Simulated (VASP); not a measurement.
# NaI (I4/mmm) in VASP: notebook

The runs below take NaI through single point, with PBE.

Everything below comes from runs of VASP 6.6.1. Logs are shortened: lines on timing, memory, paths and dates and some standing lists are left out, and cuts for length are marked.

**1. The cell of the first run**

The structure is tetragonal, space group I4/mmm (No. 139). The conventional cell has a = 3.998 Å, b = 3.998 Å, c = 8.482 Å, α = 90.00°, β = 90.00°, γ = 90.00°. Na (site symmetry 4/mmm) has 4 I at 2.83 Å within 3.7 Å. I (site symmetry 4/mmm) has 4 Na at 2.83 Å within 3.7 Å.

**2. Single point, PBE**

The input, INCAR:

```
SYSTEM = NaI
PREC     = Accurate       ! precision mode
ENCUT    = 520            ! plane-wave cutoff, eV
EDIFF    = 1E-7           ! SCF threshold, eV
ISMEAR   = 0              ! smearing method
SIGMA    = 0.05           ! smearing width, eV
LREAL    = .False.        ! projectors in reciprocal space
LASPH    = .True.         ! aspherical terms in the spheres
NELM     = 100            ! most SCF steps
ALGO     = Normal         ! electronic algorithm
ISIF     = 2              ! what is computed and relaxed
LWAVE    = .False.        ! write WAVECAR
LCHARG   = .True.         ! write CHGCAR
GGA      = PE             ! functional
LELF     = .True.         ! ELF
LVHAR    = .True.       
NBANDS   = 14             ! bands
```

The input, KPOINTS:

```
regular mesh
0
Gamma
  8 8 8
  0 0 0
```

The input, POSCAR:

```
NaI
1.0
    0.0000000000      2.8272558161      4.2408837241
    2.8272558161      0.0000000000      4.2408837241
    2.8272558161      2.8272558161      0.0000000000
Na I
1 1
Direct
    0.0000000000      0.0000000000      0.0000000000
    0.5000000000      0.5000000000      0.5000000000
```

Potentials or basis: VASP PAW PBE potentials, release 64 (Na_pv, I).

Command:

```sh
> cat potpaw_PBE.64/Na_pv/POTCAR potpaw_PBE.64/I/POTCAR > POTCAR
> mpirun -np 1 vasp_std > vasp.out
```

OUTCAR:

```text
SYSTEM = NaI
   PREC = Accurate
   ENCUT = 520
   EDIFF = 1E-7
   ISMEAR = 0
   LREAL = .False.
   LASPH = .True.
   NELM = 100
   ISIF = 2
   GGA = PE

 ion  position               nearest neighbor table
   1  0.000  0.000  0.000-   2 2.83   2 2.83   2 2.83   2 2.83
   2  0.500  0.500  0.500-   1 2.83   1 2.83   1 2.83   1 2.83

  LATTYP: Found a body centered tetragonal cell.
 ALAT       =     3.9983435194
 C/A-ratio  =     2.1213203435

  Lattice vectors:

 A1 = (  -2.8272558161,   0.0000000000,   4.2408837241)
 A2 = (   2.8272558161,   0.0000000000,   4.2408837241)
 A3 = (   0.0000000000,   2.8272558161,  -4.2408837241)

Analysis of symmetry for initial positions (statically):
=====================================================================
 Subroutine PRICEL returns:
 Original cell was already a primitive cell.

 Routine SETGRP: Setting up the symmetry group for a
 body centered tetragonal supercell.

 Subroutine GETGRP returns: Found 16 space group operations
 (whereof 16 operations were pure point group operations)
 out of a pool of 16 trial point group operations.

The static configuration has the point symmetry D_4h.

Analysis of symmetry for dynamics (positions and initial velocities):
=====================================================================
 Subroutine PRICEL returns:
 Original cell was already a primitive cell.

 Routine SETGRP: Setting up the symmetry group for a
 body centered tetragonal supercell.

 Subroutine GETGRP returns: Found 16 space group operations
 (whereof 16 operations were pure point group operations)
 out of a pool of 16 trial point group operations.

The dynamic configuration has the point symmetry D_4h.

 Subroutine INISYM returns: Found 16 space group operations
 (whereof 16 operations are pure point group operations),
 and found     1 'primitive' translations

----------------------------------------------------------------------------------------

                                     Primitive cell

  volume of cell :      67.7980

  direct lattice vectors                    reciprocal lattice vectors
     0.000000000  2.827255816  4.240883724    -0.176849932  0.176849932  0.117899955
     2.827255816  0.000000000  4.240883724     0.176849932 -0.176849932  0.117899955
     2.827255816  2.827255816  0.000000000     0.176849932  0.176849932 -0.117899955

  length of vectors
     5.096907907  5.096907907  3.998343519     0.276499903  0.276499903  0.276499903

  position of ions in fractional coordinates (direct lattice)
     0.000000000  0.000000000  0.000000000
     0.500000000  0.500000000  0.500000000

  ion indices of the primitive-cell ions
   primitive index   ion index
                 1           1
                 2           2

----------------------------------------------------------------------------------------

 KPOINTS: regular mesh

Automatic generation of k-mesh.
 Grid dimensions read from file:
 generate k-points for:    8    8    8

 Generating k-lattice:

  Cartesian coordinates                     Fractional coordinates (reciprocal lattice)
    -0.022106242  0.022106242  0.014737494     0.125000000  0.000000000  0.000000000
     0.022106242 -0.022106242  0.014737494     0.000000000  0.125000000  0.000000000
     0.022106242  0.022106242 -0.014737494     0.000000000  0.000000000  0.125000000

  Length of vectors
     0.034562488  0.034562488  0.034562488

  Shift w.r.t. Gamma in fractional coordinates (k-lattice)
     0.000000000  0.000000000  0.000000000

 Subroutine IBZKPT returns following result:
 ===========================================

 Found     59 irreducible k-points:

 Following reciprocal coordinates:
            Coordinates               Weight
  0.000000  0.000000  0.000000      1.000000
  0.125000 -0.000000  0.000000      8.000000
  0.250000 -0.000000  0.000000      8.000000
  0.375000 -0.000000  0.000000      8.000000
  0.500000 -0.000000  0.000000      4.000000
  0.125000  0.125000  0.000000      2.000000
[... 16 lines left out ...]
  0.250000 -0.000000  0.125000     16.000000
  0.375000 -0.000000  0.125000     16.000000
 [... further k-points ...]
   k-points           NKPTS =     59   k-points in BZ     NKDIM =     59   number of bands    NBANDS=     14
   number of dos      NEDOS =    301   number of ions     NIONS =      2
   total plane-waves  NPLWV =  48000
   dimension x,y,z NGX =    40 NGY =   40 NGZ =   30
   dimension x,y,z NGXF=    80 NGYF=   80 NGZF=   60
   ions per type =               1   1
   NGX,Y,Z   is equivalent  to a cutoff of  13.05, 13.05, 12.47 a.u.
   NGXF,Y,Z  is equivalent  to a cutoff of  26.09, 26.09, 24.95 a.u.
 SYSTEM =  NaI
   PREC   = accura    normal or accurate (medium, high low for compatibility)
   ISTART =      0    job   : 0-new  1-cont  2-samecut
   ICHARG =      2    charge: 1-file 2-atom 10-const
   ISPIN  =      1    spin polarized calculation?
   LNONCOLLINEAR =      F non collinear calculations
   LSORBIT =      F    spin-orbit coupling
   LASPH  =      T    aspherical Exc in radial PAW
   ENCUT  =  520.0 eV  38.22 Ry    6.18 a.u.   9.48  9.48  7.43*2*pi/ulx,y,z
   NELM   =    100;   NELMIN=  2; NELMDL= -5     # of ELM steps
   EDIFF  = 0.1E-06   stopping-criterion for ELM
   LREAL  =      F    real-space projection
   EDIFFG = 0.1E-05   stopping-criterion for IOM
   NSW    =      0    number of steps for IOM
   IBRION =     -1    ionic relax: 0-MD 1-quasi-New 2-CG
   NFREE  =      0    steps in history (QN), initial steepest desc. (CG)
   ISIF   =      2    stress and relaxation
   ISYM   =      2    0-nonsym 1-usesym 2-fastsym
   POTIM  = 0.5000    time-step for ionic-motion
   TEBEG  =    0.0;   TEEND  =   0.0 temperature during run
   PSTRESS=    0.0 pullay stress
   NELECT =      14.0000    total number of electrons
   NUPDOWN=      -1.0000    fix difference up-down
   EMIN   =  10.00;   EMAX   =-10.00  energy-range for DOS
   EFERMI =   0.00;   METHOD = LEGACY
   ISMEAR =     0;   SIGMA  =   0.05  broadening in eV -4-tet -1-fermi 0-gaus
   EFERMI_NEDOS =   21; number of points for ismear=-14 and -15
   IALGO  =     38    algorithm
   IMIX   =      4    mixing-type and parameters
     AMIX     =   0.40;   BMIX     =  1.00
     AMIX_MAG =   1.60;   BMIX_MAG =  1.00
  volume/ion in A,a.u.               =      33.90       228.76
  Fermi-wavevector in a.u.,A,eV,Ry     =   0.967636  1.828567 12.739397  0.936319
  Thomas-Fermi vector in A             =   2.097538
   LORBIT       =      0    0 simple, 1 ext, 2 COOP (PROOUT), +10 PAW based schemes
   GGA     = PE    functional components
   LHFCALC =     F    Hartree Fock is set to
   AEXX    =    0.0000 exact exchange contribution
   IVDW    =     0    specifies the selected vdW correction
   LEPSILON=     F    determine dielectric tensor
   LRPA    =     F    only Hartree local field effects (RPA)
 non-spin polarized calculation
 Gauss-broadening in eV      SIGMA  =   0.05
  energy-cutoff  :      520.00
  volume of cell :       67.80
 maximum number of plane-waves:      1863
 NGX is ok and might be reduce to    40

 number of electron      14.0000004 magnetization

 Free energy of the ion-electron system (eV)
  ---------------------------------------------------
  ext. energy  EPLUGINS =         0.00000000
  ---------------------------------------------------
  free energy    TOTEN  =        -4.84109225 eV

  energy without entropy =       -4.84109225  energy(sigma->0) =       -4.84109225

 E-fermi :   1.1331     XC(G=0):  -7.4913

 val. band max:        0.9142175584   @ k =  -0.2500   0.1250   0.0000
 cond. band min:       4.6301352139   @ k =   0.0000   0.0000   0.0000
 fundamental gap:      3.7159176556
 Fermi energy:         1.1330723420

 k-point     1 :       0.0000    0.0000    0.0000
  band No.  band energies     occupation
      1     -21.4631      2.00000
      2     -21.4452      2.00000
      3     -21.4452      2.00000
      4     -10.4931      2.00000
      5       0.2813      2.00000
      6       0.8290      2.00000
      7       0.8290      2.00000
      8       4.6301      0.00000
      9       7.4919      0.00000
     10       8.5104      0.00000
     11      10.2426      0.00000
     12      10.2426      0.00000
     13      10.5377      0.00000
     14      12.0611      0.00000

 k-point     2 :       0.1250   -0.0000    0.0000
  band No.  band energies     occupation
      1     -21.4630      2.00000
      2     -21.4482      2.00000
      3     -21.4446      2.00000
      4     -10.4324      2.00000
      5       0.1801      2.00000
      6       0.3466      2.00000
      7       0.8401      2.00000
      8       5.0693      0.00000
      9       7.8263      0.00000
     10       8.5910      0.00000
     11       9.1874      0.00000
     12      10.4257      0.00000
     13      11.2950      0.00000
     14      12.0400      0.00000

 k-point     3 :       0.2500   -0.0000    0.0000
  band No.  band energies     occupation
      1     -21.4628      2.00000
      2     -21.4554      2.00000
      3     -21.4432      2.00000
      4     -10.2783      2.00000
      5      -0.7314      2.00000
      6       0.1787      2.00000
      7       0.8680      2.00000
      8       5.7766      0.00000
      9       7.7203      0.00000
     10       8.3486      0.00000
     11      10.4027      0.00000
     12      10.7147      0.00000
     13      11.3269      0.00000
     14      11.9483      0.00000
[... 324 lines left out ...]
 k-point    23 :       0.2500   -0.0000    0.1250
  band No.  band energies     occupation
      1     -21.4626      2.00000
      2     -21.4546      2.00000
      3     -21.4459      2.00000
      4     -10.2412      2.00000
      5      -0.6521      2.00000
      6       0.2978      2.00000
      7       0.4429      2.00000
      8       5.9189      0.00000
      9       7.7489      0.00000
     10       8.8080      0.00000
     11       9.4259      0.00000
     12      10.2618      0.00000
     13      10.5526      0.00000
     14      13.3746      0.00000

 k-point    24 :       0.3750   -0.0000    0.1250
  band No.  band energies     occupation
      1     -21.4624      2.00000
      2     -21.4615      2.00000
      3     -21.4443      2.00000
      4     -10.0826      2.00000
      5      -1.4247      2.00000
      6       0.2199      2.00000
      7       0.4961      2.00000
      8       6.1460      0.00000
      9       7.6847      0.00000
     10       8.9272      0.00000
     11       9.3030      0.00000
     12      10.7178      0.00000
     13      12.5355      0.00000
     14      13.5550      0.00000

 [... further k-points ...]

------------------------ aborting loop because EDIFF is reached ----------------------------------------

  FORCE on cell =-STRESS in cart. coord.  units (eV):
  Direction    XX          YY          ZZ          XY          YZ          ZX
  --------------------------------------------------------------------------------------
  -------------------------------------------------------------------------------------
  Total        4.1782572      4.1782572     -0.3016445      0.0000000      0.0000000      0.0000000
  in kB       98.7391028     98.7391028     -7.1283564      0.0000000      0.0000000      0.0000000
  external PRESSURE =      63.4499498 kB  Pullay stress =       0.0000000 kB

 VOLUME and BASIS-vectors are now :
 -----------------------------------------------------------------------------
  energy-cutoff  :      520.00
  volume of cell :       67.80
      direct lattice vectors                 reciprocal lattice vectors
     0.000000000  2.827255816  4.240883724    -0.176849932  0.176849932  0.117899955
     2.827255816  0.000000000  4.240883724     0.176849932 -0.176849932  0.117899955
     2.827255816  2.827255816  0.000000000     0.176849932  0.176849932 -0.117899955

 POSITION                                       TOTAL-FORCE (eV/Angst)
 -----------------------------------------------------------------------------------
      0.00000      0.00000      0.00000        -0.000000     -0.000000      0.000000
      2.82726      2.82726      4.24088         0.000000      0.000000     -0.000000
 -----------------------------------------------------------------------------------
    total drift:                                0.000000     -0.000000     -0.000000

  FREE ENERGIE OF THE ION-ELECTRON SYSTEM (eV)
  ---------------------------------------------------
  free  energy   TOTEN  =        -4.8410922538 eV

  energy  without entropy=       -4.8410922538  energy(sigma->0) =       -4.84109225
```

Run time: 52 s. Hardware: 1 thread of Intel Xeon Platinum 8259CL at 2.50GHz (Skylake/Cascade Lake), shared host; peak memory 0.23 GiB.

Results:

```yaml
Free_energy: -4.8411 eV
Pressure: 6.3 GPa
Band_gap_on_the_k_mesh: 3.72 eV, indirect (least direct gap 3.80 eV)
```

Stress tensor (GPa, compression positive):
```
 9.87  0.00  0.00
 0.00  9.87  0.00
 0.00  0.00 -0.71
```

Levels at points of the mesh, in eV from the valence-band top:
```
           k point  band 4  band 5  band 6  band 7  band 8  band 9  band 10  band 11
(0.00, 0.00, 0.00)  -11.41   -0.63   -0.09   -0.09    3.72    6.58     7.60     9.33
(0.50, 0.00, 0.00)  -10.95   -2.73   -0.83    0.00    4.83    7.16     8.34     9.08
(0.50, 0.50, 0.00)  -11.29   -2.00   -0.24   -0.24    5.55    5.99     7.88    12.14
(0.50, 0.00, 0.50)  -10.71   -2.21   -1.94   -0.45    4.78    5.66     8.81     9.13
```

Caveat: spin-orbit coupling is left out, which moves the levels of the heavy elements. A k mesh can miss the band edges.

**3. Single point, PBE**

This run uses another cell than the first one, of the same volume but with other edges.

The input, INCAR:

```
PREC = Accurate ; ENCUT = 520
EDIFF = 1E-7 ; ISMEAR = 0
SIGMA = 0.05 ; LREAL = F
LASPH = T ; NELM = 60
ALGO = Normal ; ISIF = 2
LWAVE = F ; LCHARG = F
GGA = PE ; NBANDS = 14
```

The input, KPOINTS:

```
Automatic mesh
0
Gamma
  8 8 8
```

The input, POSCAR:

```
NaI
1.0
    0.0000000000      3.2807397564      3.1495101662
    3.2807397564      0.0000000000      3.1495101662
    3.2807397564      3.2807397564      0.0000000000
Na I
1 1
Direct
    0.0000000000      0.0000000000      0.0000000000
    0.5000000000      0.5000000000      0.5000000000
```

Potentials or basis: VASP PAW PBE potentials, release 64 (Na_pv, I).

Command:

```sh
> cat potpaw_PBE.64/Na_pv/POTCAR potpaw_PBE.64/I/POTCAR > POTCAR
> mpirun -np 1 vasp_std > vasp.out
```

Wall time 45 s (1 thread of Intel Xeon Platinum 8259CL at 2.50GHz (Skylake/Cascade Lake), shared host); peak memory 0.23 GiB.

Results (log left out):

```
Free energy            : -5.3788 eV
Pressure               : 0.5 GPa
Band gap on the k mesh : 3.63 eV, direct
```

Stress tensor (GPa, compression positive):
```
0.13 0.00 0.00
0.00 0.13 0.00
0.00 0.00 1.25
```

Levels at points of the mesh, in eV from the valence-band top:
| k point | band 5 | band 6 | band 7 | band 8 | band 9 | band 10 |
| --- | --- | --- | --- | --- | --- | --- |
| (0.00, 0.00, 0.00) | -0.06 | 0.00 | 0.00 | 3.63 | 7.83 | 7.83 |
| (0.50, 0.00, 0.00) | -2.20 | -0.33 | -0.27 | 5.07 | 7.27 | 7.60 |
| (0.50, 0.50, 0.00) | -1.91 | -0.82 | -0.82 | 4.46 | 5.47 | 10.05 |
| (0.50, 0.00, 0.50) | -1.92 | -0.81 | -0.65 | 4.50 | 5.58 | 9.75 |

Caveat: spin-orbit coupling is left out, which moves the levels of the heavy elements.
